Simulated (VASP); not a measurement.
Input of a VASP 6.6.1 run:

File INCAR:

```
  ALGO = Fast
  EDIFF = 1E-7
  EDIFFG = -0.04
  ENCUT = 600
  GGA = PE
  IBRION = 2
  ISIF = 3
  ISMEAR = 0
  LASPH = True
  LCHARG = False
  LREAL = False
  LWAVE = False
  NELM = 80
  NSW = 90
  PREC = Accurate
  SIGMA = 0.1
```

File KPOINTS:

```
k-points
0
Gamma
  4 4 4
```

Contents of POSCAR:

```
Ta4Rh
1.0
    4.3423367500      0.0000000000      0.0000000000
    0.0000000000      4.3423367500      0.0000000000
    0.0000000000      0.0000000000      4.3423367500
Ta Rh
4 1
Direct
    0.0000000000      0.0000000000      0.0000000000
    0.5000000000      0.5000000000      0.0000000000
    0.5000000000      0.0000000000      0.5000000000
    0.0000000000      0.5000000000      0.5000000000
    0.5000000000      0.5000000000      0.5000000000
```

Potentials or basis: VASP PAW PBE potentials, release 64 (Ta_pv, Rh_pv).

The run is started by

```sh
$ cat potpaw_PBE.64/Ta_pv/POTCAR potpaw_PBE.64/Rh_pv/POTCAR > POTCAR
$ mpirun -np 1 vasp_std > vasp.out
```

Problem. Predict the relaxed cell.

Solution. a = 4.765 Å, b = 4.765 Å, c = 4.765 Å, α = 90.00°, β = 90.00°, γ = 90.00°.

Problem. What does it give for the space group after relaxing (to 0.05 Å)?

Solution. Pm-3m (No. 221).

Problem. Estimate the relaxed volume.

Solution. 21.63 Å³/atom.

Final structure:
```
CELL_PARAMETERS angstrom
4.76469 0.00000 0.00000
0.00000 4.76469 0.00000
0.00000 0.00000 4.76469
ATOMIC_POSITIONS crystal
Ta 0.00000 0.00000 0.00000
Ta 0.50000 0.50000 0.00000
Ta 0.50000 0.00000 0.50000
Ta 0.00000 0.50000 0.50000
Rh 0.50000 0.50000 0.50000
```

Caveat: the k points lie up to 0.33 Å⁻¹ apart in the final cell; the volume moved by over 15 % at a fixed basis, so the end points are rough.
